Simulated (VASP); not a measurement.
Runs of VASP 6.6.1 on Ta2Ga. The structure is that of space group Fd-3m (No. 227), or close to it. The cells are those of the table. 

| task | cell | k mesh | cutoff (eV) | gap on the mesh (eV) | pressure (GPa) |
| --- | --- | --- | --- | --- | --- |
| relaxation of cell and atoms | relaxed from a = 5.257 Å, angles 60.0°, 6 atoms | 4 × 4 × 4 | 600 | none | -0.1 |
| single point | a = 5.471 Å, angles 60.0°, 6 atoms | 8 × 8 × 8 | 520 | none | 0.1 |
| single point | a = 5.485 Å, angles 60.0°, 6 atoms | 4 × 4 × 4 | 520 | none | (a) |
| single point | a = 5.257 Å, angles 60.0°, 6 atoms | 4 × 4 × 4 | 520 | none | 21.2 |

Alike in all rows: level PBE; potentials or basis VASP PAW PBE potentials, release 64 (Ta_pv, Ga_d); no spin polarisation; smearing gaussian 0.1 eV.

Problem. Fill in the values left out.

Solution. (a) -0.2.

Caveats: some runs use coarse meshes; spin-orbit coupling is left out, which moves the levels of the heavy elements.

A k mesh can miss the band edges, and the runs leave out spin-orbit coupling on Ga, Ta.

A gap of «none» marks levels without a gap at the run's occupations.
